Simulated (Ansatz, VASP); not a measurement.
# TiCo: VASP beside Ansatz

```
Ti Co
1.0
     2.98611    0.00000    0.00000
     0.00000    2.98611    0.00000
     0.00000    0.00000    2.98611
Ti Co
1 1
Direct
  0.00000 0.00000 0.00000
  0.50000 0.50000 0.50000
```

Alike in both runs: task single point; functional PBE; k mesh 6 × 6 × 6; occupations gaussian, width 0.1 eV; collinear spin.

|  | VASP | Ansatz |
| --- | --- | --- |
| version | VASP 6.6.1 | Ansatz 0.2.0 |
| potentials or method | VASP PAW PBE potentials, release 64 (Ti_sv, Co), cutoff 600 eV | scalar-relativistic, plane waves, PAW |
| valence electrons in the cell | 21 | 29 |

Ansatz gave:

```
gap on the k mesh at the Fermi level (eV)                     : none
pressure (GPa)                                                : -1.9
net moment per atom (μB)                                      : 0.20
size of the moment on the site where the two differ most (μB) : 0.54
```

Task: Which values does VASP return?

Result: gap on the k mesh at the Fermi level (eV): none; pressure (GPa): -2.3; net moment per atom (μB): 0.18; size of the moment on the site where the two differ most (μB): 0.51.

Site moments also hang on the region over which each program counts them. A gap of «none» marks a metal or a gap that the smearing closes. VASP's potentials hold 21 valence electrons a cell and Ansatz's 29, so a difference there can come from the potentials and not from the codes.
